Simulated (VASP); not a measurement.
A run of VASP 6.6.1 is set up as follows.

File INCAR:

```
SYSTEM = Na
PREC     = Accurate       ! precision mode
ENCUT    = 520            ! plane-wave cutoff, eV
EDIFF    = 1E-6           ! SCF threshold, eV
ISMEAR   = 0              ! smearing method
SIGMA    = 0.15           ! smearing width, eV
LREAL    = .False.        ! projectors in reciprocal space
LASPH    = .True.         ! aspherical terms in the spheres
NELM     = 80             ! most SCF steps
ALGO     = Fast           ! electronic algorithm
ISIF     = 2              ! what is computed and relaxed
LWAVE    = .False.        ! write WAVECAR
LCHARG   = .True.         ! write CHGCAR
GGA      = CA             ! functional
LELF     = .True.         ! ELF
LVHAR    = .True.       
NBANDS   = 10             ! bands
```

KPOINTS

```
Automatic mesh
0
Gamma
  18 18 18
  0 0 0
```

The input POSCAR:

```
Na
1.0
   -1.7258000000      1.7258000000      2.7454500000
    1.7258000000     -1.7258000000      2.7454500000
    1.7258000000      1.7258000000     -2.7454500000
Na
1
Direct
    0.0000000000      0.0000000000      0.0000000000
```

Potentials or basis: VASP PAW LDA potentials, release 64 (Na_pv).

Command:

```sh
$ cat potpaw_LDA.64/Na_pv/POTCAR > POTCAR
$ mpirun -np 1 vasp_std > vasp.out
```

(1) What does it give for the pressure?

Results:

(1) 0.0 GPa.
